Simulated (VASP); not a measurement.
Input of a VASP 6.6.1 run:

File POSCAR:

```
BP
1.0
    0.0000000000      2.3329488668      2.1463129575
    2.3329488668      0.0000000000      2.1463129575
    2.3329488668      2.3329488668      0.0000000000
B P
1 1
Direct
    0.0000000000      0.0000000000      0.0000000000
    0.7500000000      0.7500000000      0.7500000000
```

INCAR.step1

```
SYSTEM = BP
PREC = Accurate ; ENCUT = 520
ISMEAR = 0 ; SIGMA = 0.05
LREAL = .False. ; LASPH = .True.
NELM = 80 ; NBANDS = 11
GGA = PE ; ALGO = Normal
EDIFF = 1E-4 ; LWAVE = .True.
LCHARG = .False.
```

File INCAR.step2:

```
SYSTEM = BP
PREC = Accurate ; ENCUT = 520
EDIFF = 1E-6 ; ISMEAR = 0
SIGMA = 0.05 ; LREAL = .False.
LASPH = .True. ; NELM = 80
ALGO = Normal ; ISIF = 2
LWAVE = .False. ; LCHARG = .True.
METAGGA = R2SCAN ; LMIXTAU = .True.
LELF = .True. ; LVHAR = .True.
NBANDS = 11 ; ISTART = 1
```

KPOINTS

```
regular mesh
0
Gamma
  12 12 12
  0 0 0
```

Potentials or basis: VASP PAW PBE potentials, release 64 (B, P).

The run is started by

```sh
$ cat potpaw_PBE.64/B/POTCAR potpaw_PBE.64/P/POTCAR > POTCAR
$ cp INCAR.step1 INCAR
$ mpirun -np 1 vasp_std > vasp.out
$ cp INCAR.step2 INCAR
$ mpirun -np 1 vasp_std > vasp.out
```

**Question.** Estimate the band gap on the k mesh.

**Answer.** 0.16 eV (least direct gap 2.80 eV).

**Question.** What does it give for the pressure?

**Answer.** -0.8 GPa.

Stress tensor (GPa, compression positive):
```
-7.90  0.00  0.00
 0.00 -7.90  0.00
 0.00  0.00 13.50
```

Caveat: the stress differs along the axes, from -8 to 13 GPa; semilocal functionals underestimate gaps, and a narrow one can read as zero; the PAW data sets were made with another functional, which shifts forces and pressure a little. A k mesh can miss the band edges.
